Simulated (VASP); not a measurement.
# SnS2: single point with PBE

SnS2:

```
Sn S
1.0
     3.62360    0.00000    0.00000
    -1.81180    3.13813    0.00000
     0.00000    0.00000    5.41755
Sn S
1 2
Cartesian
  0.0000 0.0000 0.0000
  0.0000 2.0921 1.4736
  1.8118 1.0460 3.9440
```

| Quantity | Value |
| --- | --- |
| Program | VASP 6.6.1 |
| Task | single point |
| Functional | PBE |
| Potentials or basis | VASP PAW PBE potentials, release 64 (Sn_d, S) |
| Cutoff | 500 eV |
| k mesh | 4 × 4 × 2 |
| Occupations | gaussian, width 0.05 eV |
| Spin | no spin polarisation |

```json
{
  "Pressure": "7.1 GPa",
  "Largest force": "0.073 eV/Å",
  "Band gap on the k mesh": "1.29 eV (least direct gap 1.55 eV)"
}
```

Forces on the atoms (eV/Å):
```
Sn   0.000  0.000  0.000
S    0.000  0.000 -0.073
S    0.000  0.000  0.073
```

Stress tensor (GPa, compression positive):
```
7.44 0.00 0.00
0.00 7.44 0.00
0.00 0.00 6.48
```

Levels at points of the mesh, in eV from the valence-band top:
```tsv
k point	band 9	band 10	band 11	band 12	band 13	band 14	band 15	band 16	band 17	band 18
(0.00, 0.00, 0.00)	-1.08	-1.08	-0.99	-0.99	0.00	1.55	3.16	5.14	5.14	8.87
(0.50, 0.00, 0.00)	-4.72	-3.70	-3.21	-1.99	-0.59	1.59	4.02	5.09	5.31	7.67
(0.00, 0.00, 0.50)	-2.80	-1.32	-1.32	-0.63	-0.63	3.09	3.33	4.56	4.56	7.67
(0.50, 0.00, 0.50)	-5.71	-2.79	-2.07	-1.43	-1.35	1.29	4.19	5.00	6.19	6.79
```

It took 17 s on 1 thread of Intel(R) Xeon(R) Platinum 8259CL CPU @ 2.50GHz (Skylake/Cascade Lake) (shared host), peak memory 0.17 GiB.

Caveat: the k points lie up to 0.58 Å⁻¹ apart; spin-orbit coupling is left out, which moves the levels of the heavy elements. A k mesh can miss the band edges.
